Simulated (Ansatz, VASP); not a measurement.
## Bi: VASP beside Ansatz

Contents of POSCAR:

```
Bi
1.0
    2.2672586491      1.3090023913      4.1166667488
   -2.2672586491      1.3090023913      4.1166667488
    0.0000000000     -2.6180047827      4.1166667487
Bi
2
Direct
    0.2317091399      0.2317091399      0.2317091399
    0.7682908601      0.7682908601      0.7682908601
```

File INCAR.step1:

```
PREC = Accurate
ENCUT = 520
ISMEAR = 0
SIGMA = 0.1
LREAL = False
LASPH = True
NELM = 60
NBANDS = 22
GGA = PE
ALGO = Normal
EDIFF = 1E-4
LWAVE = True
LCHARG = False
```

INCAR.step2

```
PREC = Accurate
ENCUT = 520
EDIFF = 1E-6
ISMEAR = 0
SIGMA = 0.1
LREAL = False
LASPH = True
NELM = 60
ALGO = Normal
ISIF = 2
LWAVE = False
LCHARG = False
METAGGA = R2SCAN
LMIXTAU = True
NBANDS = 22
ISTART = 1
```

The input KPOINTS:

```
regular mesh
0
Gamma
  9 9 9
```

Input for Ansatz:

```yaml
crystal:
  lattice:
    - [2.2672586491, 1.3090023913, 4.1166667488]
    - [-2.2672586491, 1.3090023913, 4.1166667488]
    - [0.0, -2.6180047827, 4.1166667487]
  atoms:
    - { symbol: Bi, position: [0.2317091399, 0.2317091399, 0.2317091399] }
    - { symbol: Bi, position: [0.7682908601, 0.7682908601, 0.7682908601] }
hamiltonian:
  xc: r2scan
  pseudopotentials:
    kind: paw
    azcp:
      Bi: "pseudopotentials/Bi.paw.azcp"
basis:
  ecutwfc: 500
  fft_grid_basis: typed
kpoints:
  mp_grid: { grid: [9, 9, 9], shift: [0, 0, 0] }
magnetization:
  spin_polarized: false
scf:
  occupations: { method: gaussian, width: 0.1 }
  lower_state_search: "off"
output:
  stress: true
```

Alike in both runs: task single point; functional r2SCAN; k mesh 9 × 9 × 9; occupations gaussian, width 0.1 eV; no spin polarisation.

|  | VASP | Ansatz |
| --- | --- | --- |
| version | VASP 6.6.1 | Ansatz 0.2.0 |
| potentials or method | VASP PAW PBE potentials, release 64 (Bi_d), cutoff 520 eV | plane waves (500 eV) with PAW, scalar-relativistic |
| valence electrons in the cell | 30 | 30 |

|  | VASP | Ansatz | Ansatz less VASP |
| --- | --- | --- | --- |
| pressure (GPa) | 0.0 | 0.0 | +0.05 |

VASP's potentials were made for PBE, not for r2SCAN. With one functional, cell and mesh, what is left measures potentials, basis and numerics.

Neither program's run includes spin-orbit coupling.
